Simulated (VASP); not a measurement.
**Te: single point with PBE**

Te:

```xyz
8
Lattice="6.1595 0.0000 0.0000 0.0000 6.1595 0.0000 0.0000 0.0000 6.1595" Properties=species:S:1:pos:R:3 pbc="T T T"
Te    0.0000    0.0000    6.1595
Te    3.0798    3.0798    3.0798
Te    1.5399    0.0000    3.0798
Te    4.6196    0.0000    3.0798
Te    3.0798    1.5399    0.0000
Te    3.0798    4.6196    6.1595
Te    0.0000    3.0798    1.5399
Te    6.1595    3.0798    4.6196
```

```yaml
Program: VASP 6.6.1
Task: single point
Functional: PBE
Potentials_or_basis: VASP PAW PBE potentials, release 64 (Te)
Cutoff: 520 eV
k_mesh: 4 × 4 × 4
Occupations: fermi-dirac, width 0.1 eV
Spin: no spin polarisation
```

```
Pressure               : -0.1 GPa
Band gap on the k mesh : zero (band 24 reaches 7.51 eV, above the bottom of band 25 at 6.64 eV)
```

Levels at points of the mesh, in eV from the Fermi level:
| k point | band 21 | band 22 | band 23 | band 24 | band 25 | band 26 | band 27 | band 28 |
| --- | --- | --- | --- | --- | --- | --- | --- | --- |
| (0.00, 0.00, 0.00) | -0.22 | -0.22 | -0.22 | 0.11 | 0.11 | 0.11 | 1.45 | 1.45 |
| (0.50, 0.00, 0.00) | -1.01 | -1.01 | -0.39 | -0.39 | 0.15 | 0.15 | 1.38 | 1.38 |
| (0.50, 0.50, 0.00) | -1.16 | -0.58 | -0.19 | -0.19 | 0.29 | 0.29 | 0.44 | 0.45 |
| (0.50, 0.50, 0.50) | -0.89 | -0.89 | -0.76 | -0.76 | -0.76 | -0.76 | -0.33 | -0.33 |

Run time: 77 s on 1 thread of Intel(R) Xeon(R) Platinum 8259CL CPU @ 2.50GHz (Skylake/Cascade Lake), on a shared host, peak memory 0.32 GiB.

Caveat: spin-orbit coupling is left out, which moves the levels of the heavy elements.
